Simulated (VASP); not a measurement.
# BN (Amm2) in VASP: further runs

The runs below take BN through single point, with PBE+D3(BJ).

All numbers are computed with VASP 6.6.1; they aren't measurements. Logs are shortened: lines on timing, memory, paths and dates and some standing lists are left out, and cuts for length are marked.

### 1 The cell of the first run

The structure is orthorhombic, space group Amm2 (No. 38). Conventional cell: a = 6.592 Å, b = 2.506 Å, c = 4.341 Å, α = 90.00°, β = 90.00°, γ = 90.00°. B (site symmetry mm2) has 3 N at 1.43 to 1.48 Å within 1.9 Å. Within 1.9 Å of B (site symmetry mm2) lie 3 N at 1.44 to 1.46 Å. Within 1.9 Å of N (site symmetry mm2) lie 3 B at 1.44 to 1.46 Å. N (site symmetry mm2) has 3 B at 1.43 to 1.48 Å within 1.9 Å.

### 2 Single point, PBE+D3(BJ) (atoms displaced along a vibrational mode)

INCAR reads:

```
SYSTEM = BN
PREC     = Accurate       ! precision mode
ENCUT    = 520            ! plane-wave cutoff, eV
EDIFF    = 1E-7           ! SCF threshold, eV
ISMEAR   = 1              ! smearing method
SIGMA    = 0.05           ! smearing width, eV
LREAL    = .False.        ! projectors in reciprocal space
LASPH    = .True.         ! aspherical terms in the spheres
NELM     = 100            ! most SCF steps
ALGO     = Normal         ! electronic algorithm
ISIF     = 2              ! what is computed and relaxed
LWAVE    = .False.        ! write WAVECAR
LCHARG   = .False.        ! write CHGCAR
GGA      = PE             ! functional
IVDW     = 12             ! dispersion correction
NBANDS   = 16             ! bands
```

KPOINTS reads:

```
regular mesh
0
Gamma
  12 12 4
  0 0 0
```

POSCAR reads:

```
BN
1.0
    2.5061127838      0.0000000000      0.0000000000
   -1.2530563919      2.1703573356      0.0000000000
    0.0000000000      0.0000000000      6.5923998870
B N
2 2
Direct
    0.0049070261      0.0098140521      0.5000000000
    0.3350651975      0.6701303949      0.0000000000
   -0.0013364800     -0.0026729601      0.0000000000
    0.6628795369      0.3257590738      0.5000000000
```

Potentials or basis: VASP PAW PBE potentials, release 64 (B, N).

The run is started by

```bash
$ cat potpaw_PBE.64/B/POTCAR potpaw_PBE.64/N/POTCAR > POTCAR
$ mpirun -np 1 vasp_std > vasp.out
```

OUTCAR:

```text
SYSTEM = BN
   PREC = Accurate
   ENCUT = 520
   EDIFF = 1E-7
   ISMEAR = 1
   LREAL = .False.
   LASPH = .True.
   NELM = 100
   ISIF = 2
   GGA = PE
   IVDW = 12
 IVDW          = 12

 ion  position               nearest neighbor table
   1  0.005  0.010  0.500-   4 1.43   4 1.43   4 1.48
   2  0.335  0.670  0.000-   3 1.44   3 1.44   3 1.46
   3  0.999  0.997  0.000-   2 1.44   2 1.44   2 1.46
   4  0.663  0.326  0.500-   1 1.43   1 1.43   1 1.48

  LATTYP: Found a hexagonal cell.
 ALAT       =     2.5061127838
 C/A-ratio  =     2.6305280152

  Lattice vectors:

 A1 = (   2.5061127838,   0.0000000000,   0.0000000000)
 A2 = (  -1.2530563919,   2.1703573356,   0.0000000000)
 A3 = (   0.0000000000,   0.0000000000,   6.5923998870)

Analysis of symmetry for initial positions (statically):
=====================================================================
 Subroutine PRICEL returns:
 Original cell was already a primitive cell.

 Routine SETGRP: Setting up the symmetry group for a
 hexagonal supercell.

 Subroutine GETGRP returns: Found  4 space group operations
 (whereof  4 operations were pure point group operations)
 out of a pool of 24 trial point group operations.

The static configuration has the point symmetry C_2v.

Analysis of symmetry for dynamics (positions and initial velocities):
=====================================================================
 Subroutine PRICEL returns:
 Original cell was already a primitive cell.

 Routine SETGRP: Setting up the symmetry group for a
 hexagonal supercell.

 Subroutine GETGRP returns: Found  4 space group operations
 (whereof  4 operations were pure point group operations)
 out of a pool of 24 trial point group operations.

The dynamic configuration has the point symmetry C_2v.

 Subroutine INISYM returns: Found  4 space group operations
 (whereof  4 operations are pure point group operations),
 and found     1 'primitive' translations

----------------------------------------------------------------------------------------

                                     Primitive cell

  volume of cell :      35.8571

  direct lattice vectors                    reciprocal lattice vectors
     2.506112784  0.000000000  0.000000000     0.399024340  0.230376810  0.000000000
    -1.253056392  2.170357336  0.000000000     0.000000000  0.460753620  0.000000000
     0.000000000  0.000000000  6.592399887     0.000000000  0.000000000  0.151689827

  length of vectors
     2.506112784  2.506112784  6.592399887     0.460753620  0.460753620  0.151689827

  position of ions in fractional coordinates (direct lattice)
     0.004907026  0.009814052  0.500000000
     0.335065198  0.670130395  0.000000000
     0.998663520  0.997327040  0.000000000
     0.662879537  0.325759074  0.500000000

  ion indices of the primitive-cell ions
   primitive index   ion index
                 1           1
                 2           2
                 3           3
                 4           4

----------------------------------------------------------------------------------------

 KPOINTS: regular mesh

Automatic generation of k-mesh.
 Grid dimensions read from file:
 generate k-points for:   12   12    4

 Generating k-lattice:

  Cartesian coordinates                     Fractional coordinates (reciprocal lattice)
     0.033252028  0.019198068  0.000000000     0.083333333  0.000000000  0.000000000
     0.000000000  0.038396135  0.000000000     0.000000000  0.083333333  0.000000000
     0.000000000  0.000000000  0.037922457     0.000000000  0.000000000  0.250000000

  Length of vectors
     0.038396135  0.038396135  0.037922457

  Shift w.r.t. Gamma in fractional coordinates (k-lattice)
     0.000000000  0.000000000  0.000000000

 Subroutine IBZKPT returns following result:
 ===========================================

 Found    129 irreducible k-points:

 Following reciprocal coordinates:
            Coordinates               Weight
  0.000000  0.000000  0.000000      1.000000
  0.083333 -0.000000  0.000000      4.000000
  0.000000  0.083333  0.000000      2.000000
  0.166667 -0.000000  0.000000      4.000000
  0.000000  0.166667  0.000000      2.000000
  0.250000  0.000000  0.000000      4.000000
[... 16 lines left out ...]
 -0.083333  0.416667  0.000000      4.000000
 -0.416667  0.333333  0.000000      4.000000
 [... further k-points ...]
   k-points           NKPTS =    129   k-points in BZ     NKDIM =    129   number of bands    NBANDS=     16
   number of dos      NEDOS =    301   number of ions     NIONS =      4
   total plane-waves  NPLWV =  20000
   dimension x,y,z NGX =    20 NGY =   20 NGZ =   50
   dimension x,y,z NGXF=    40 NGYF=   40 NGZF=  100
   ions per type =               2   2
   NGX,Y,Z   is equivalent  to a cutoff of  13.27, 13.27, 12.61 a.u.
   NGXF,Y,Z  is equivalent  to a cutoff of  26.53, 26.53, 25.22 a.u.
 SYSTEM =  BN
   PREC   = accura    normal or accurate (medium, high low for compatibility)
   ISTART =      0    job   : 0-new  1-cont  2-samecut
   ICHARG =      2    charge: 1-file 2-atom 10-const
   ISPIN  =      1    spin polarized calculation?
   LNONCOLLINEAR =      F non collinear calculations
   LSORBIT =      F    spin-orbit coupling
   LASPH  =      T    aspherical Exc in radial PAW
   ENCUT  =  520.0 eV  38.22 Ry    6.18 a.u.   4.66  4.66 12.26*2*pi/ulx,y,z
   NELM   =    100;   NELMIN=  2; NELMDL= -5     # of ELM steps
   EDIFF  = 0.1E-06   stopping-criterion for ELM
   LREAL  =      F    real-space projection
   EDIFFG = 0.1E-05   stopping-criterion for IOM
   NSW    =      0    number of steps for IOM
   IBRION =     -1    ionic relax: 0-MD 1-quasi-New 2-CG
   NFREE  =      0    steps in history (QN), initial steepest desc. (CG)
   ISIF   =      2    stress and relaxation
   ISYM   =      2    0-nonsym 1-usesym 2-fastsym
   POTIM  = 0.5000    time-step for ionic-motion
   TEBEG  =    0.0;   TEEND  =   0.0 temperature during run
   PSTRESS=    0.0 pullay stress
   NELECT =      16.0000    total number of electrons
   NUPDOWN=      -1.0000    fix difference up-down
   EMIN   =  10.00;   EMAX   =-10.00  energy-range for DOS
   EFERMI =   0.00;   METHOD = LEGACY
   ISMEAR =     1;   SIGMA  =   0.05  broadening in eV -4-tet -1-fermi 0-gaus
   EFERMI_NEDOS =   21; number of points for ismear=-14 and -15
   IALGO  =     38    algorithm
   IMIX   =      4    mixing-type and parameters
     AMIX     =   0.40;   BMIX     =  1.00
     AMIX_MAG =   1.60;   BMIX_MAG =  1.00
  volume/ion in A,a.u.               =       8.96        60.49
  Fermi-wavevector in a.u.,A,eV,Ry     =   1.250997  2.364042 21.293038  1.564994
  Thomas-Fermi vector in A             =   2.384965
   LORBIT       =      0    0 simple, 1 ext, 2 COOP (PROOUT), +10 PAW based schemes
   GGA     = PE    functional components
   LHFCALC =     F    Hartree Fock is set to
   AEXX    =    0.0000 exact exchange contribution
   IVDW    =    12    specifies the selected vdW correction
   LEPSILON=     F    determine dielectric tensor
   LRPA    =     F    only Hartree local field effects (RPA)
 non-spin polarized calculation
 Methfessel and Paxton  Order N= 1 SIGMA  =   0.05
  energy-cutoff  :      520.00
  volume of cell :       35.86
 maximum number of plane-waves:       985
   NGX =  9   NGY =  9   NGZ = 25

 number of electron      15.9999998 magnetization

 Free energy of the ion-electron system (eV)
  ---------------------------------------------------
  ext. energy  EPLUGINS =         0.00000000
  ---------------------------------------------------
  free energy    TOTEN  =       -35.11840682 eV

  energy without entropy =      -35.11845515  energy(sigma->0) =      -35.11842293

 E-fermi :   2.3987     XC(G=0): -10.1219

 val. band max:        2.3652932677   @ k =   0.3333   0.3333   0.5000
 cond. band min:       6.6552562623   @ k =   0.5000   0.0000   0.0000
 fundamental gap:      4.2899629946
 Fermi energy:         2.3987319326

 k-point     1 :       0.0000    0.0000    0.0000
  band No.  band energies     occupation
      1     -15.4851      2.00000
      2     -15.1588      2.00000
      3      -3.9119      2.00000
      4      -1.7265      2.00000
      5       0.6175      2.00000
      6       0.7897      2.00000
[... 8 lines left out ...]
     15      14.6273      0.00000
     16      15.4386      0.00000

 k-point     2 :       0.0833   -0.0000    0.0000
  band No.  band energies     occupation
      1     -15.3498      2.00000
      2     -15.0284      2.00000
      3      -3.7242      2.00000
      4      -1.5598      2.00000
      5       0.1460      2.00000
      6       0.2820      2.00000
[... 8 lines left out ...]
     15      14.9420      0.00000
     16      15.1949      0.00000

 k-point     3 :       0.0000    0.0833    0.0000
  band No.  band energies     occupation
      1     -15.3485      2.00000
      2     -15.0264      2.00000
      3      -3.7259      2.00000
      4      -1.5626      2.00000
      5       0.3849      2.00000
      6       0.5202      2.00000
[... 8 lines left out ...]
     15      15.0078      0.00000
     16      15.1271      0.00000

 k-point     4 :       0.1667   -0.0000    0.0000
  band No.  band energies     occupation
      1     -14.9514      2.00000
      2     -14.6447      2.00000
      3      -3.1674      2.00000
      4      -1.1464      2.00000
      5      -1.0765      2.00000
      6      -1.0706      2.00000
[... 8 lines left out ...]
     15      16.0510      0.00000
     16      16.3801      0.00000

 k-point     5 :       0.0000    0.1667    0.0000
  band No.  band energies     occupation
      1     -14.9460      2.00000
      2     -14.6366      2.00000
      3      -3.1750      2.00000
      4      -1.0826      2.00000
      5      -0.9253      2.00000
      6      -0.6209      2.00000
[... 8 lines left out ...]
     15      16.2272      0.00000
     16      16.6768      0.00000

 k-point     6 :       0.2500    0.0000    0.0000
  band No.  band energies     occupation
      1     -14.3167      2.00000
      2     -14.0359      2.00000
      3      -2.8887      2.00000
      4      -2.7996      2.00000
      5      -2.2642      2.00000
      6      -0.6164      2.00000
[... 8 lines left out ...]
     15      17.7484      0.00000
     16      18.2397      0.00000
[... 267 lines left out ...]
 k-point    21 :      -0.3333    0.2500    0.0000
  band No.  band energies     occupation
      1     -13.8426      2.00000
      2     -13.5857      2.00000
      3      -3.8111      2.00000
      4      -3.7184      2.00000
      5      -1.5628      2.00000
      6      -1.3036      2.00000
[... 8 lines left out ...]
     15      17.6426      0.00000
     16      18.5104      0.00000

 k-point    22 :       0.3333    0.0833    0.0000
  band No.  band energies     occupation
      1     -13.0096      2.00000
      2     -12.7993      2.00000
      3      -5.3822      2.00000
      4      -5.2414      2.00000
      5      -1.8824      2.00000
      6      -1.6809      2.00000
[... 8 lines left out ...]
     15      17.7060      0.00000
     16      19.7692      0.00000

 k-point    23 :      -0.0833    0.4167    0.0000
  band No.  band energies     occupation
      1     -12.9885      2.00000
      2     -12.7612      2.00000
      3      -5.3037      2.00000
      4      -5.0802      2.00000
      5      -2.0535      2.00000
      6      -1.9707      2.00000
[... 8 lines left out ...]
     15      17.7506      0.00000
     16      19.5783      0.00000

 k-point    24 :      -0.4167    0.3333    0.0000
  band No.  band energies     occupation
      1     -13.0170      2.00000
      2     -12.8116      2.00000
      3      -5.3830      2.00000
      4      -5.2451      2.00000
      5      -1.8720      2.00000
      6      -1.6528      2.00000
[... 8 lines left out ...]
     15      17.7374      0.00000
     16      19.7899      0.00000

 [... further k-points ...]

------------------------ aborting loop because EDIFF is reached ----------------------------------------

 Edisp (eV)   -0.56889

 E8    (eV) :    -0.1668

  FORCE on cell =-STRESS in cart. coord.  units (eV):
  Direction    XX          YY          ZZ          XY          YZ          ZX
  --------------------------------------------------------------------------------------
  -------------------------------------------------------------------------------------
  Total       0.74552    -0.47316    -0.03105     0.00000     0.00000     0.00000
  in kB      33.31146   -21.14182    -1.38745     0.00000     0.00000     0.00000
  external pressure =        3.59 kB  Pullay stress =        0.00 kB

 VOLUME and BASIS-vectors are now :
 -----------------------------------------------------------------------------
  energy-cutoff  :      520.00
  volume of cell :       35.86
      direct lattice vectors                 reciprocal lattice vectors
     2.506112784  0.000000000  0.000000000     0.399024340  0.230376810  0.000000000
    -1.253056392  2.170357336  0.000000000     0.000000000  0.460753620  0.000000000
     0.000000000  0.000000000  6.592399887     0.000000000  0.000000000  0.151689827

 POSITION                                       TOTAL-FORCE (eV/Angst)
 -----------------------------------------------------------------------------------
      0.00000      0.02130      3.29620         0.000000     -1.460630      0.000000
      0.00000      1.45442      0.00000        -0.000000     -0.535763      0.000000
      1.25306      2.16456      0.00000        -0.000000      0.535892      0.000000
      1.25306      0.70701      3.29620        -0.000000      1.460501      0.000000
 -----------------------------------------------------------------------------------
    total drift:                                0.000002      0.000111      0.000000

  FREE ENERGIE OF THE ION-ELECTRON SYSTEM (eV)
  ---------------------------------------------------
  free  energy   TOTEN  =       -35.6872978485 eV

  energy  without entropy=      -35.6873461835  energy(sigma->0) =      -35.68731396
```

Wall time 2.2 min (1 thread of Intel Xeon 8259CL, shared host); peak memory 0.2 GiB.

Results:

```yaml
Free_energy: -35.6873 eV
Pressure: 0.4 GPa
Largest_force: 1.461 eV/Å
Band_gap_on_the_k_mesh: 4.29 eV (least direct gap 4.47 eV)
Dispersion_energy_per_atom: -0.142 eV
```

Forces on the atoms (eV/Å):
```
B    0.000 -1.461  0.000
B    0.000 -0.536  0.000
N    0.000  0.536  0.000
N    0.000  1.461  0.000
```

Stress tensor (GPa, compression positive):
```
 3.33  0.00  0.00
 0.00 -2.11  0.00
 0.00  0.00 -0.14
```

Levels at points of the mesh, in eV from the valence-band top:
| k point | band 6 | band 7 | band 8 | band 9 | band 10 | band 11 |
| --- | --- | --- | --- | --- | --- | --- |
| (0.00, 0.00, 0.00) | -1.58 | -1.27 | -0.87 | 5.24 | 10.29 | 10.98 |
| (0.50, 0.00, 0.00) | -3.97 | -1.29 | -0.65 | 4.29 | 5.40 | 9.61 |
| (0.00, 0.50, 0.00) | -4.27 | -1.43 | -0.77 | 4.50 | 5.76 | 9.59 |
| (0.00, 0.00, 0.50) | -1.58 | -1.27 | -0.87 | 7.61 | 7.64 | 11.00 |
| (0.50, 0.00, 0.50) | -3.97 | -0.99 | -0.84 | 4.56 | 4.58 | 9.81 |
| (0.00, 0.50, 0.50) | -4.29 | -1.06 | -1.05 | 4.73 | 4.98 | 9.79 |

Caveat: the cell differs from its parent crystal (atoms displaced along a vibrational mode); the stress differs along the axes, from -2 to 3 GPa; forces of over 1 eV/Å act on the atoms, so gaps and moduli don't describe the material at rest.

(Continued in part 2 of 2.)
